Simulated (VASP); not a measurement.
# ReS2 in VASP: further runs, part 2 of 2

VASP 6.6.1. Earlier steps stand in the parts before.

### 3 Single point, LDA

INCAR

```
SYSTEM = ReS2
ALGO = Normal
EDIFF = 1E-6
ENCUT = 520
ISIF = 2
ISMEAR = 0
LASPH = .True.
LCHARG = .True.
LELF = .True.
LREAL = Auto
LVHAR = .True.
LWAVE = .False.
NBANDS = 94
NELM = 100
PREC = Accurate
SIGMA = 0.01
```

KPOINTS

```
k-points
0
Gamma
  4 4 1
  0 0 0
```

POSCAR

```
ReS2
1.0
    6.2934596617     -0.0069904826      0.0000000000
    3.0843462120      5.6053681514      0.0000000000
    0.0000000000      0.0000000000     23.0000000000
Re S
8 16
Direct
    0.1233510783      0.2015021842      0.3637654078
    0.2460075963      0.5761591986      0.3685884265
    0.6965808089      0.1743396860      0.3656183154
    0.6726806567      0.6032433008      0.3668631711
    0.4540933314      0.5556351915      0.6327158346
    0.5767499863      0.9302921059      0.6375389346
    1.0274204704      0.5285510679      0.6344411976
    1.0035202135      0.9574547119      0.6356861140
    0.8684721682      0.7928818025      0.3152638924
    0.3297700690      0.8243606064      0.3080114359
    0.0397070182      0.9536119673      0.4243820253
    0.0011350446      0.4929330700      0.4339319315
    0.5008849055      0.9845941709      0.4173565425
    0.8290482432      0.3307653134      0.2908008356
    0.5400999262      0.4468024414      0.4416108386
    0.3688639137      0.2837191528      0.2984943664
    1.1992160364      1.1472003614      0.5839478550
    0.6603939455      1.1781825371      0.5769223675
    0.3703308145      1.3074338858      0.6932929353
    0.3312371535      0.8480753705      0.7028099307
    0.8316284971      1.3389132527      0.6860404754
    1.1600008612      0.6849924187      0.5596934599
    0.8710524248      0.8010291194      0.7105035158
    0.6989662185      0.6388613137      0.5673723641
```

Potentials or basis: VASP PAW LDA potentials, release 64 (Re, S).

Run with:

```bash
$ cat potpaw_LDA.64/Re/POTCAR potpaw_LDA.64/S/POTCAR > POTCAR
$ mpirun -np 1 vasp_std > vasp.out
```

OUTCAR:

```text
SYSTEM = ReS2
   EDIFF = 1E-6
   ENCUT = 520
   ISIF = 2
   ISMEAR = 0
   LASPH = .True.
   LREAL = Auto
   NELM = 100
   PREC = Accurate

 ion  position               nearest neighbor table
   1  0.123  0.202  0.364-  12 2.30  14 2.34  11 2.35  16 2.39  13 2.43  10 2.48   4 2.76   3 2.77
                             2 2.85
   2  0.246  0.576  0.369-  16 2.30  15 2.34  10 2.36  12 2.39   9 2.43  11 2.48   3 2.76   4 2.77
                             1 2.85
   3  0.697  0.174  0.366-  15 2.33  14 2.34  11 2.36  16 2.40  13 2.42   9 2.43   4 2.68   2 2.76
                             1 2.77
   4  0.673  0.603  0.367-  14 2.33  15 2.34  10 2.36  12 2.40   9 2.42  13 2.44   3 2.68   1 2.76
                             2 2.77
   5  0.454  0.556  0.633-  20 2.30  22 2.34  19 2.36  24 2.39  21 2.43  18 2.48   8 2.76   7 2.77
                             6 2.85
   6  0.577  0.930  0.638-  24 2.30  23 2.34  18 2.35  20 2.39  17 2.43  19 2.48   7 2.76   8 2.77
                             5 2.85
   7  0.027  0.529  0.634-  23 2.33  22 2.34  19 2.36  24 2.40  21 2.42  17 2.44   8 2.68   6 2.76
                             5 2.77
   8  0.004  0.957  0.636-  22 2.33  23 2.34  18 2.36  20 2.40  17 2.42  21 2.43   7 2.68   5 2.76
                             6 2.77
   9  0.868  0.793  0.315-   4 2.42   2 2.43   3 2.43
  10  0.330  0.824  0.308-   2 2.36   4 2.36   1 2.48
  11  0.040  0.954  0.424-   1 2.35   3 2.36   2 2.48
  12  0.001  0.493  0.434-   1 2.30   2 2.39   4 2.40
  13  0.501  0.985  0.417-   3 2.42   1 2.43   4 2.44
  14  0.829  0.331  0.291-   4 2.33   1 2.34   3 2.34
[... 8 lines left out ...]
  23  0.871  0.801  0.711-   7 2.33   6 2.34   8 2.34
  24  0.699  0.639  0.567-   6 2.30   5 2.39   7 2.40

  LATTYP: Found a simple monoclinic cell.
 ALAT       =     6.2934635441
 B/A-ratio  =     3.6545854026
 C/A-ratio  =     1.0165971552
 COS(beta)  =    -0.4811125348

  Lattice vectors:

 A1 = (   6.2934596617,  -0.0069904826,   0.0000000000)
 A2 = (   0.0000000000,   0.0000000000,  23.0000000000)
 A3 = (  -3.0843462120,  -5.6053681514,   0.0000000000)

Analysis of symmetry for initial positions (statically):
=====================================================================
 Subroutine PRICEL returns:
 Original cell was already a primitive cell.

 Routine SETGRP: Setting up the symmetry group for a
 simple monoclinic supercell.

 Subroutine GETGRP returns: Found  2 space group operations
 (whereof  1 operations were pure point group operations)
 out of a pool of  4 trial point group operations.

The static configuration has the point symmetry C_1 .
 The point group associated with its full space group is S_2 .

Analysis of symmetry for dynamics (positions and initial velocities):
=====================================================================
 Subroutine PRICEL returns:
 Original cell was already a primitive cell.

 Routine SETGRP: Setting up the symmetry group for a
 simple monoclinic supercell.

 Subroutine GETGRP returns: Found  2 space group operations
 (whereof  1 operations were pure point group operations)
 out of a pool of  4 trial point group operations.

The dynamic configuration has the point symmetry C_1 .
 The point group associated with its full space group is S_2 .

 Subroutine INISYM returns: Found  2 space group operations
 (whereof  1 operations are pure point group operations),
[... 103 lines left out ...]
 -0.250000  0.250000  0.000000      2.000000
  0.000000  0.500000  0.000000      1.000000
  0.250000  0.500000  0.000000      2.000000
  0.500000  0.500000  0.000000      1.000000
   k-points           NKPTS =     10   k-points in BZ     NKDIM =     10   number of bands    NBANDS=     94
   number of dos      NEDOS =    301   number of ions     NIONS =     24
   total plane-waves  NPLWV = 414720
   dimension x,y,z NGX =    48 NGY =   48 NGZ =  180
   dimension x,y,z NGXF=    96 NGYF=   96 NGZF=  360
   ions per type =               8  16
   NGX,Y,Z   is equivalent  to a cutoff of  12.68, 12.47, 13.01 a.u.
   NGXF,Y,Z  is equivalent  to a cutoff of  25.36, 24.95, 26.02 a.u.
 SYSTEM =  ReS2
   PREC   = accura    normal or accurate (medium, high low for compatibility)
   ISTART =      0    job   : 0-new  1-cont  2-samecut
   ICHARG =      2    charge: 1-file 2-atom 10-const
   ISPIN  =      1    spin polarized calculation?
   LNONCOLLINEAR =      F non collinear calculations
   LSORBIT =      F    spin-orbit coupling
   LASPH  =      T    aspherical Exc in radial PAW
   ENCUT  =  520.0 eV  38.22 Ry    6.18 a.u.  11.70 11.90 42.76*2*pi/ulx,y,z
   NELM   =    100;   NELMIN=  2; NELMDL= -5     # of ELM steps
   EDIFF  = 0.1E-05   stopping-criterion for ELM
   LREAL  =      T    real-space projection
   EDIFFG = 0.1E-04   stopping-criterion for IOM
   NSW    =      0    number of steps for IOM
   IBRION =     -1    ionic relax: 0-MD 1-quasi-New 2-CG
   NFREE  =      0    steps in history (QN), initial steepest desc. (CG)
   ISIF   =      2    stress and relaxation
   ISYM   =      2    0-nonsym 1-usesym 2-fastsym
   POTIM  = 0.5000    time-step for ionic-motion
   TEBEG  =    0.0;   TEEND  =   0.0 temperature during run
   PSTRESS=    0.0 pullay stress
   NELECT =     152.0000    total number of electrons
   NUPDOWN=      -1.0000    fix difference up-down
   EMIN   =  10.00;   EMAX   =-10.00  energy-range for DOS
   EFERMI =   0.00;   METHOD = LEGACY
   ISMEAR =     0;   SIGMA  =   0.01  broadening in eV -4-tet -1-fermi 0-gaus
   EFERMI_NEDOS =   21; number of points for ismear=-14 and -15
   IALGO  =     38    algorithm
   IMIX   =      4    mixing-type and parameters
     AMIX     =   0.40;   BMIX     =  1.00
     AMIX_MAG =   1.60;   BMIX_MAG =  1.00
  volume/ion in A,a.u.               =      33.83       228.28
  Fermi-wavevector in a.u.,A,eV,Ry     =   0.936542  1.769807 11.933810  0.877110
  Thomas-Fermi vector in A             =   2.063562
   LORBIT       =      0    0 simple, 1 ext, 2 COOP (PROOUT), +10 PAW based schemes
   GGA     = CA    functional components
   LHFCALC =     F    Hartree Fock is set to
   AEXX    =    0.0000 exact exchange contribution
   IVDW    =     0    specifies the selected vdW correction
   LEPSILON=     F    determine dielectric tensor
   LRPA    =     F    only Hartree local field effects (RPA)
 non-spin polarized calculation
 Gauss-broadening in eV      SIGMA  =   0.01
  energy-cutoff  :      520.00
  volume of cell :      811.87
 maximum number of plane-waves:     21894
 NGX is ok and might be reduce to    48
   NGX = 23   NGY = 23   NGZ = 85

 number of electron     152.0000002 magnetization

 Free energy of the ion-electron system (eV)
  ---------------------------------------------------
  ext. energy  EPLUGINS =         0.00000000
  ---------------------------------------------------
  free energy    TOTEN  =      -199.99692200 eV

  energy without entropy =     -199.99692200  energy(sigma->0) =     -199.99692200

 E-fermi :   0.0871     XC(G=0):  -6.2448

 val. band max:        0.0434109169   @ k =   0.0000   0.0000   0.0000
 cond. band min:       1.4808354049   @ k =   0.0000   0.0000   0.0000
 fundamental gap:      1.4374244880
 Fermi energy:         0.0870946952

 k-point     1 :       0.0000    0.0000    0.0000
  band No.  band energies     occupation
      1     -14.9581      2.00000
      2     -14.8748      2.00000
      3     -13.4903      2.00000
      4     -13.3468      2.00000
      5     -13.0354      2.00000
      6     -13.0014      2.00000
[... 899 lines left out ...]
     87       2.5213      0.00000
     88       2.6647      0.00000
 [bands above 88 left out]

------------------------ aborting loop because EDIFF is reached ----------------------------------------

  FORCE on cell =-STRESS in cart. coord.  units (eV):
  Direction    XX          YY          ZZ          XY          YZ          ZX
  --------------------------------------------------------------------------------------
  -------------------------------------------------------------------------------------
  Total        2.6338957      2.6891496      2.4221072     -0.0443148     -0.0595140     -0.0061727
  in kB        5.1978336      5.3068738      4.7798817     -0.0874525     -0.1174472     -0.0121814
  external PRESSURE =       5.0948631 kB  Pullay stress =       0.0000000 kB

 VOLUME and BASIS-vectors are now :
 -----------------------------------------------------------------------------
  energy-cutoff  :      520.00
  volume of cell :      811.87
      direct lattice vectors                 reciprocal lattice vectors
     6.293459662 -0.006990483  0.000000000     0.158798060 -0.087378417  0.000000000
     3.084346212  5.605368151  0.000000000     0.000198038  0.178291444  0.000000000
     0.000000000  0.000000000 23.000000000     0.000000000  0.000000000  0.043478261

 POSITION                                       TOTAL-FORCE (eV/Angst)
 -----------------------------------------------------------------------------------
      1.39781      1.12863      8.36660         0.022240     -0.022085     -0.016708
      3.32531      3.22786      8.47753        -0.018755      0.021602      0.018585
      4.92163      0.97237      8.40922        -0.010773     -0.044728     -0.011593
      6.09410      3.37670      8.43785         0.016002      0.044115      0.011503
      4.57159      3.11137     14.55246         0.018755     -0.021602     -0.018585
      6.49910      5.21060     14.66340        -0.022240      0.022085      0.016708
[... 16 lines left out ...]
      7.95258      4.48397     16.34158        -0.001350     -0.000079      0.164455
      6.36939      3.57617     13.04956        -0.001468     -0.036922     -0.140165
 -----------------------------------------------------------------------------------
    total drift:                                0.000625     -0.004667      0.013102

  FREE ENERGIE OF THE ION-ELECTRON SYSTEM (eV)
  ---------------------------------------------------
  free  energy   TOTEN  =      -199.9969219955 eV

  energy  without entropy=     -199.9969219955  energy(sigma->0) =     -199.99692200
```

Run time: 29 min. Hardware: 1 thread of Oxide Virtual Turin-like, shared host; peak memory 0.8 GiB.

Results:

| Quantity | Value |
| --- | --- |
| Free energy | -199.9969 eV |
| Largest force | 0.179 eV/Å |
| Band gap on the k mesh | 1.44 eV |

Forces on the atoms (eV/Å):
```
Re   0.022 -0.022 -0.017
Re  -0.019  0.022  0.019
Re  -0.011 -0.045 -0.012
Re   0.016  0.044  0.012
Re   0.019 -0.022 -0.019
Re  -0.022  0.022  0.017
Re  -0.016 -0.044 -0.012
Re   0.011  0.045  0.012
S    0.005  0.008 -0.071
S   -0.004  0.046 -0.091
S    0.004 -0.050  0.098
S    0.001  0.037  0.140
S   -0.006 -0.009  0.071
S    0.001  0.000 -0.164
S   -0.002  0.001  0.179
S   -0.003 -0.033 -0.129
S    0.006  0.009 -0.071
S   -0.004  0.050 -0.098
S    0.004 -0.046  0.091
S    0.003  0.033  0.129
S   -0.005 -0.008  0.071
S    0.002 -0.001 -0.179
S   -0.001  0.000  0.164
S   -0.001 -0.037 -0.140
```

Caveat: spin-orbit coupling is left out, which moves the levels of the heavy elements.
